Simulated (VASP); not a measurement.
# TePb (Fm-3m) in VASP: notebook

The runs below take TePb through single point, with PBE, PBE+D3(BJ).

Everything below comes from runs of VASP 6.6.1. Logs are shortened: lines on timing, memory, paths and dates and some standing lists are left out, and cuts for length are marked.

## Step 1: The cell of the first run

The structure is cubic, space group Fm-3m (No. 225). Conventional cell: a = 6.462 Å, b = 6.462 Å, c = 6.462 Å, α = 90.00°, β = 90.00°, γ = 90.00°. Within 4.3 Å of Pb (site symmetry m-3m) lie 6 Te at 3.23 Å. Within 4.3 Å of Te (site symmetry m-3m) lie 6 Pb at 3.23 Å.

## Step 2: Single point, PBE

INCAR reads:

```
ALGO = Normal
EDIFF = 1E-6
ENCUT = 500
GGA = PE
GGA_COMPAT = F
ISIF = 2
ISMEAR = -1
LASPH = T
LCHARG = F
LREAL = F
LWAVE = F
NBANDS = 17
NELM = 120
PREC = Accurate
SIGMA = 0.02
```

KPOINTS reads:

```
k-points
0
Gamma
  4 4 4
```

POSCAR reads:

```
TePb
1.0
    0.0000000000      3.2310000000      3.2310000000
    3.2310000000      0.0000000000      3.2310000000
    3.2310000000      3.2310000000      0.0000000000
Pb Te
1 1
Direct
    0.0000000000      0.0000000000      0.0000000000
    0.5000000000      0.5000000000      0.5000000000
```

Potentials or basis: VASP PAW PBE potentials, release 64 (Pb_d, Te).

Command:

```bash
cat potpaw_PBE.64/Pb_d/POTCAR potpaw_PBE.64/Te/POTCAR > POTCAR
mpirun -np 1 vasp_std > vasp.out
```

OUTCAR:

```text
EDIFF = 1E-6
   ENCUT = 500
   GGA = PE
   ISIF = 2
   ISMEAR = -1
   LASPH = T
   LREAL = F
   NELM = 120
   PREC = Accurate

 ion  position               nearest neighbor table
   1  0.000  0.000  0.000-   2 3.23   2 3.23   2 3.23   2 3.23   2 3.23   2 3.23
   2  0.500  0.500  0.500-   1 3.23   1 3.23   1 3.23   1 3.23   1 3.23   1 3.23

  LATTYP: Found a face centered cubic cell.
 ALAT       =     6.4620000000

  Lattice vectors:

 A1 = (   0.0000000000,   3.2310000000,   3.2310000000)
 A2 = (   3.2310000000,   0.0000000000,   3.2310000000)
 A3 = (   3.2310000000,   3.2310000000,   0.0000000000)

Analysis of symmetry for initial positions (statically):
=====================================================================
 Subroutine PRICEL returns:
 Original cell was already a primitive cell.

 Routine SETGRP: Setting up the symmetry group for a
 face centered cubic supercell.

 Subroutine GETGRP returns: Found 48 space group operations
[... 9 lines left out ...]

 Routine SETGRP: Setting up the symmetry group for a
 face centered cubic supercell.

 Subroutine GETGRP returns: Found 48 space group operations
[... 11 lines left out ...]
                                     Primitive cell

  volume of cell :      67.4592

  direct lattice vectors                    reciprocal lattice vectors
     0.000000000  3.231000000  3.231000000    -0.154750851  0.154750851  0.154750851
     3.231000000  0.000000000  3.231000000     0.154750851 -0.154750851  0.154750851
     3.231000000  3.231000000  0.000000000     0.154750851  0.154750851 -0.154750851

  length of vectors
     4.569324020  4.569324020  4.569324020     0.268036337  0.268036337  0.268036337

  position of ions in fractional coordinates (direct lattice)
     0.000000000  0.000000000  0.000000000
     0.500000000  0.500000000  0.500000000

  ion indices of the primitive-cell ions
   primitive index   ion index
                 1           1
                 2           2

----------------------------------------------------------------------------------------

 KPOINTS: k-points

Automatic generation of k-mesh.
 Grid dimensions read from file:
 generate k-points for:    4    4    4

 Generating k-lattice:

  Cartesian coordinates                     Fractional coordinates (reciprocal lattice)
    -0.038687713  0.038687713  0.038687713     0.250000000  0.000000000  0.000000000
     0.038687713 -0.038687713  0.038687713     0.000000000  0.250000000  0.000000000
     0.038687713  0.038687713 -0.038687713     0.000000000  0.000000000  0.250000000

  Length of vectors
     0.067009084  0.067009084  0.067009084

  Shift w.r.t. Gamma in fractional coordinates (k-lattice)
     0.000000000  0.000000000  0.000000000

 Subroutine IBZKPT returns following result:
 ===========================================

 Found      8 irreducible k-points:

 Following reciprocal coordinates:
            Coordinates               Weight
  0.000000  0.000000  0.000000      1.000000
  0.250000  0.000000  0.000000      8.000000
  0.500000  0.000000  0.000000      4.000000
  0.250000  0.250000  0.000000      6.000000
  0.500000  0.250000  0.000000     24.000000
 -0.250000  0.250000  0.000000     12.000000
  0.500000  0.500000  0.000000      3.000000
 -0.250000  0.500000  0.250000      6.000000
   k-points           NKPTS =      8   k-points in BZ     NKDIM =      8   number of bands    NBANDS=     17
   number of dos      NEDOS =    301   number of ions     NIONS =      2
   total plane-waves  NPLWV =  46656
   dimension x,y,z NGX =    36 NGY =   36 NGZ =   36
   dimension x,y,z NGXF=    72 NGYF=   72 NGZF=   72
   ions per type =               1   1
   NGX,Y,Z   is equivalent  to a cutoff of  13.10, 13.10, 13.10 a.u.
   NGXF,Y,Z  is equivalent  to a cutoff of  26.20, 26.20, 26.20 a.u.
 SYSTEM =  unknown system
   PREC   = accura    normal or accurate (medium, high low for compatibility)
   ISTART =      0    job   : 0-new  1-cont  2-samecut
   ICHARG =      2    charge: 1-file 2-atom 10-const
   ISPIN  =      1    spin polarized calculation?
   LNONCOLLINEAR =      F non collinear calculations
   LSORBIT =      F    spin-orbit coupling
   LASPH  =      T    aspherical Exc in radial PAW
   ENCUT  =  500.0 eV  36.75 Ry    6.06 a.u.   8.33  8.33  8.33*2*pi/ulx,y,z
   NELM   =    120;   NELMIN=  2; NELMDL= -5     # of ELM steps
   EDIFF  = 0.1E-05   stopping-criterion for ELM
   LREAL  =      F    real-space projection
   EDIFFG = 0.1E-04   stopping-criterion for IOM
   NSW    =      0    number of steps for IOM
   IBRION =     -1    ionic relax: 0-MD 1-quasi-New 2-CG
   NFREE  =      0    steps in history (QN), initial steepest desc. (CG)
   ISIF   =      2    stress and relaxation
   ISYM   =      2    0-nonsym 1-usesym 2-fastsym
   POTIM  = 0.5000    time-step for ionic-motion
   TEBEG  =    0.0;   TEEND  =   0.0 temperature during run
   PSTRESS=    0.0 pullay stress
   NELECT =      20.0000    total number of electrons
   NUPDOWN=      -1.0000    fix difference up-down
   EMIN   =  10.00;   EMAX   =-10.00  energy-range for DOS
   EFERMI =   0.00;   METHOD = LEGACY
   ISMEAR =    -1;   SIGMA  =   0.02  broadening in eV -4-tet -1-fermi 0-gaus
   EFERMI_NEDOS =   21; number of points for ismear=-14 and -15
   IALGO  =     38    algorithm
   IMIX   =      4    mixing-type and parameters
     AMIX     =   0.40;   BMIX     =  1.00
     AMIX_MAG =   1.60;   BMIX_MAG =  1.00
  volume/ion in A,a.u.               =      33.73       227.62
  Fermi-wavevector in a.u.,A,eV,Ry     =   1.091619  2.062861 16.213147  1.191633
  Thomas-Fermi vector in A             =   2.227868
   LORBIT       =      0    0 simple, 1 ext, 2 COOP (PROOUT), +10 PAW based schemes
   GGA     = PE    functional components
   LHFCALC =     F    Hartree Fock is set to
   AEXX    =    0.0000 exact exchange contribution
   IVDW    =     0    specifies the selected vdW correction
   LEPSILON=     F    determine dielectric tensor
   LRPA    =     F    only Hartree local field effects (RPA)
 non-spin polarized calculation
  energy-cutoff  :      500.00
  volume of cell :       67.46
 maximum number of plane-waves:      1724
 NGX is ok and might be reduce to    36
   NGX = 17   NGY = 17   NGZ = 17

 number of electron      20.0000003 magnetization

 Free energy of the ion-electron system (eV)
  ---------------------------------------------------
  ext. energy  EPLUGINS =         0.00000000
  ---------------------------------------------------
  free energy    TOTEN  =        -7.49390448 eV

  energy without entropy =       -7.49390448  energy(sigma->0) =       -7.49390448

 E-fermi :   5.9893     XC(G=0):  -9.3040

 val. band max:        5.6222703736   @ k =   0.5000   0.0000   0.0000
 cond. band min:       6.3566604800   @ k =   0.5000   0.0000   0.0000
 fundamental gap:      0.7343901064
 Fermi energy:         5.9893483857

 k-point     1 :       0.0000    0.0000    0.0000
  band No.  band energies     occupation
      1     -11.1046      2.00000
      2     -11.1046      2.00000
      3     -11.0950      2.00000
      4     -11.0950      2.00000
      5     -11.0950      2.00000
      6      -6.3968      2.00000
[... 9 lines left out ...]
     16      11.4185      0.00000
     17      12.9809      0.00000

 k-point     2 :       0.2500    0.0000    0.0000
  band No.  band energies     occupation
      1     -11.1117      2.00000
      2     -11.1117      2.00000
      3     -11.0937      2.00000
      4     -11.0868      2.00000
      5     -11.0868      2.00000
      6      -5.8773      2.00000
[... 9 lines left out ...]
     16      12.5092      0.00000
     17      15.9151      0.00000

 k-point     3 :       0.5000    0.0000    0.0000
  band No.  band energies     occupation
      1     -11.1195      2.00000
      2     -11.1195      2.00000
      3     -11.0927      2.00000
      4     -11.0777      2.00000
      5     -11.0777      2.00000
      6      -4.9611      2.00000
[... 9 lines left out ...]
     16      14.8640      0.00000
     17      14.8643      0.00000

 k-point     4 :       0.2500    0.2500    0.0000
  band No.  band energies     occupation
      1     -11.1302      2.00000
      2     -11.1000      2.00000
      3     -11.0990      2.00000
      4     -11.0825      2.00000
      5     -11.0825      2.00000
      6      -5.7137      2.00000
[... 9 lines left out ...]
     16      14.0474      0.00000
     17      14.0831      0.00000

 k-point     5 :       0.5000    0.2500    0.0000
  band No.  band energies     occupation
      1     -11.1418      2.00000
      2     -11.1057      2.00000
      3     -11.0952      2.00000
      4     -11.0784      2.00000
      5     -11.0742      2.00000
      6      -4.8634      2.00000
[... 9 lines left out ...]
     16      15.2787      0.00000
     17      16.0807      0.00000

 k-point     6 :      -0.2500    0.2500    0.0000
  band No.  band energies     occupation
      1     -11.1238      2.00000
      2     -11.1152      2.00000
      3     -11.0884      2.00000
      4     -11.0829      2.00000
      5     -11.0816      2.00000
      6      -5.1440      2.00000
[... 9 lines left out ...]
     16      14.2101      0.00000
     17      15.0158      0.00000

 k-point     7 :       0.5000    0.5000    0.0000
  band No.  band energies     occupation
      1     -11.1666      2.00000
      2     -11.1049      2.00000
      3     -11.0934      2.00000
      4     -11.0691      2.00000
      5     -11.0691      2.00000
      6      -4.7133      2.00000
[... 9 lines left out ...]
     16      16.5627      0.00000
     17      16.6697      0.00000

 k-point     8 :      -0.2500    0.5000    0.2500
  band No.  band energies     occupation
      1     -11.1483      2.00000
      2     -11.1062      2.00000
      3     -11.0875      2.00000
      4     -11.0875      2.00000
      5     -11.0691      2.00000
      6      -4.5547      2.00000
[... 9 lines left out ...]
     16      16.6641      0.00000
     17      16.7089      0.00000

------------------------ aborting loop because EDIFF is reached ----------------------------------------

  FORCE on cell =-STRESS in cart. coord.  units (eV):
  Direction    XX          YY          ZZ          XY          YZ          ZX
  --------------------------------------------------------------------------------------
  -------------------------------------------------------------------------------------
  Total        0.8796866      0.8796866      0.8796866      0.0000000      0.0000000      0.0000000
  in kB       20.8928490     20.8928490     20.8928490      0.0000000      0.0000000      0.0000000
  external PRESSURE =      20.8928490 kB  Pullay stress =       0.0000000 kB

 VOLUME and BASIS-vectors are now :
 -----------------------------------------------------------------------------
  energy-cutoff  :      500.00
  volume of cell :       67.46
      direct lattice vectors                 reciprocal lattice vectors
     0.000000000  3.231000000  3.231000000    -0.154750851  0.154750851  0.154750851
     3.231000000  0.000000000  3.231000000     0.154750851 -0.154750851  0.154750851
     3.231000000  3.231000000  0.000000000     0.154750851  0.154750851 -0.154750851

 POSITION                                       TOTAL-FORCE (eV/Angst)
 -----------------------------------------------------------------------------------
      0.00000      0.00000      0.00000         0.000000      0.000000      0.000000
      3.23100      3.23100      3.23100        -0.000000      0.000000     -0.000000
 -----------------------------------------------------------------------------------
    total drift:                               -0.000000      0.000000      0.000000

  FREE ENERGIE OF THE ION-ELECTRON SYSTEM (eV)
  ---------------------------------------------------
  free  energy   TOTEN  =        -7.4939044804 eV

  energy  without entropy=       -7.4939044794  energy(sigma->0) =       -7.49390448
```

Run time: 11 s. Hardware: 1 thread of Intel Xeon Platinum 8488C (Sapphire Rapids), shared host; peak memory 0.2 GiB.

Results:

- Free energy: -7.4939 eV
- Pressure: 2.1 GPa
- Band gap on the k mesh: 0.73 eV, direct

Caveat: the k points lie up to 0.42 Å⁻¹ apart; spin-orbit coupling is left out, which moves the levels of the heavy elements.

## Step 3: Single point, PBE

INCAR reads:

```
SYSTEM = TePb
PREC = Accurate
ENCUT = 500
EDIFF = 1E-6
ISMEAR = -1
SIGMA = 0.02
LREAL = .False.
LASPH = .True.
NELM = 120
ALGO = Normal
ISIF = 2
LWAVE = .False.
LCHARG = .False.
GGA = PE
NBANDS = 17
GGA_COMPAT = .False.
```

KPOINTS reads:

```
Automatic mesh
0
Gamma
  5 5 5
  0 0 0
```

POSCAR is that of step 2.

Potentials or basis: VASP PAW PBE potentials, release 64 (Pb_d, Te).

Command:

```bash
cat potpaw_PBE.64/Pb_d/POTCAR potpaw_PBE.64/Te/POTCAR > POTCAR
mpirun -np 1 vasp_std > vasp.out
```

OUTCAR:

```text
SYSTEM = TePb
   PREC = Accurate
   ENCUT = 500
   EDIFF = 1E-6
   ISMEAR = -1
   LREAL = .False.
   LASPH = .True.
   NELM = 120
   ISIF = 2
   GGA = PE

 ion  position               nearest neighbor table
   1  0.000  0.000  0.000-   2 3.23   2 3.23   2 3.23   2 3.23   2 3.23   2 3.23
   2  0.500  0.500  0.500-   1 3.23   1 3.23   1 3.23   1 3.23   1 3.23   1 3.23

  LATTYP: Found a face centered cubic cell.
 ALAT       =     6.4620000000

  Lattice vectors:

[... 368 lines left out ...]
     17      15.7728      0.00000

------------------------ aborting loop because EDIFF is reached ----------------------------------------

  FORCE on cell =-STRESS in cart. coord.  units (eV):
  Direction    XX          YY          ZZ          XY          YZ          ZX
  --------------------------------------------------------------------------------------
  -------------------------------------------------------------------------------------
  Total        0.8729901      0.8729901      0.8729901     -0.0000000      0.0000000     -0.0000000
  in kB       20.7338064     20.7338064     20.7338064     -0.0000000      0.0000000     -0.0000000
  external PRESSURE =      20.7338064 kB  Pullay stress =       0.0000000 kB

 VOLUME and BASIS-vectors are now :
 -----------------------------------------------------------------------------
  energy-cutoff  :      500.00
  volume of cell :       67.46
      direct lattice vectors                 reciprocal lattice vectors
     0.000000000  3.231000000  3.231000000    -0.154750851  0.154750851  0.154750851
     3.231000000  0.000000000  3.231000000     0.154750851 -0.154750851  0.154750851
     3.231000000  3.231000000  0.000000000     0.154750851  0.154750851 -0.154750851

 POSITION                                       TOTAL-FORCE (eV/Angst)
 -----------------------------------------------------------------------------------
      0.00000      0.00000      0.00000         0.000000      0.000000      0.000000
      3.23100      3.23100      3.23100        -0.000000      0.000000     -0.000000
 -----------------------------------------------------------------------------------
    total drift:                               -0.000000      0.000000      0.000000

  FREE ENERGIE OF THE ION-ELECTRON SYSTEM (eV)
  ---------------------------------------------------
  free  energy   TOTEN  =        -7.5027831295 eV

  energy  without entropy=       -7.5027831295  energy(sigma->0) =       -7.50278313
```

stdout:

```text
POSCAR found type information on POSCAR PbTe
 POSCAR found :  2 types and       2 ions
 scaLAPACK will be used
 LDA part: xc-table for (Slater+PW92), standard interpolation
 POSCAR, INCAR and KPOINTS ok, starting setup
 FFT: planning ... GRIDC
 FFT: planning ... GRID_SOFT
 FFT: planning ... GRID
 WAVECAR not read
 entering main loop
```

Wall time 16 s (1 thread of AMD EPYC 7R43 (Zen 3), shared host); peak memory 0.17 GiB.

What came out:

* Free energy: -7.5028 eV
* Pressure: 2.1 GPa

Levels at points of the mesh, in eV from the Fermi level:
| k point | band 6 | band 7 | band 8 | band 9 | band 10 | band 11 | band 12 | band 13 | band 14 | band 15 |
| --- | --- | --- | --- | --- | --- | --- | --- | --- | --- | --- |
| (0.00, 0.00, 0.00) | -12.37 | -5.94 | -1.69 | -1.69 | -1.69 | 3.73 | 3.73 | 3.73 | 5.45 | 5.45 |

Caveat: this odd mesh misses L, where the gap lies, so gap, dielectric constants and Born charges aren't listed; spin-orbit coupling is left out, which moves the levels of the heavy elements.

## Step 4: Single point, PBE+D3(BJ)

INCAR reads:

```
SYSTEM = TePb
ALGO = Normal ; EDIFF = 1E-6
ENCUT = 500 ; GGA = PE
GGA_COMPAT = .FALSE. ; ISIF = 2
ISMEAR = 1 ; IVDW = 12
LASPH = .TRUE. ; LCHARG = .FALSE.
LREAL = .FALSE. ; LWAVE = .FALSE.
NBANDS = 17 ; NELM = 120
PREC = Accurate ; SIGMA = 0.05
```

KPOINTS reads:

```
k-points
0
G
  7 7 7
  0 0 0
```

POSCAR is that of step 3.

Command:

```bash
cat potpaw_PBE.64/Pb_d/POTCAR potpaw_PBE.64/Te/POTCAR > POTCAR
mpirun -np 1 vasp_std > vasp.out
```

Run time: 12 s. Hardware: 1 thread of Intel Xeon Platinum 8488C (Sapphire Rapids), shared host; peak memory 0.21 GiB.

Results (log left out):

```yaml
Free_energy: -8.3072 eV
Pressure: 0.1 GPa
Dispersion_energy_per_atom: -0.402 eV
```

Levels at points of the mesh, in eV from the Fermi level:
| k point | band 8 | band 9 | band 10 | band 11 | band 12 | band 13 |
| --- | --- | --- | --- | --- | --- | --- |
| (0.00, 0.00, 0.00) | -1.29 | -1.29 | -1.29 | 4.14 | 4.14 | 4.14 |

Caveat: this odd mesh misses L, where the gap lies, so gap, dielectric constants and Born charges aren't listed; spin-orbit coupling is left out, which moves the levels of the heavy elements.

## Step 5: Single point, PBE

INCAR reads:

```
PREC = Accurate ; ENCUT = 520
EDIFF = 1E-6 ; ISMEAR = 0
SIGMA = 0.014 ; LREAL = False
LASPH = True ; NELM = 60
ALGO = Normal ; ISIF = 2
LWAVE = False ; LCHARG = False
GGA = PE ; NBANDS = 17
```

KPOINTS reads:

```
Automatic mesh
0
Gamma
  7 7 7
```

POSCAR is that of step 4.

Command:

```bash
cat potpaw_PBE.64/Pb_d/POTCAR potpaw_PBE.64/Te/POTCAR > POTCAR
mpirun -np 1 vasp_std > vasp.out
```

Wall time 52 s (1 thread of AMD EPYC 7R13, shared host); peak memory 0.18 GiB.

Results (log left out):

| Item | Value |
| --- | --- |
| Free energy | -7.5026 eV |
| Pressure | 2.1 GPa |

Levels at points of the mesh, in eV from the Fermi level:
```
           k point  band 6  band 7  band 8  band 9  band 10  band 11  band 12  band 13  band 14  band 15
(0.00, 0.00, 0.00)  -11.98   -5.56   -1.31   -1.31    -1.31     4.12     4.12     4.12     5.83     5.83
```

Caveat: this odd mesh misses L, where the gap lies, so gap, dielectric constants and Born charges aren't listed; spin-orbit coupling is left out, which moves the levels of the heavy elements.

## Step 6: The runs side by side

```csv
level,k mesh,cutoff (eV),smearing,pressure (GPa)
PBE,4 × 4 × 4,500,fermi-dirac 0.02 eV,2.1
PBE,5 × 5 × 5,500,fermi-dirac 0.02 eV,2.1
PBE+D3(BJ),7 × 7 × 7,500,methfessel-paxton 0.05 eV,0.1
PBE,7 × 7 × 7,520,gaussian 0.014 eV,2.1
```

Alike in all rows: task single point; potentials or basis VASP PAW PBE potentials, release 64 (Pb_d, Te); no spin polarisation; cell as given.

Caveats: some runs use coarse meshes; spin-orbit coupling is left out, which moves the levels of the heavy elements.

Total energies depend on the potentials used, so only differences within one code and one set of settings carry meaning.
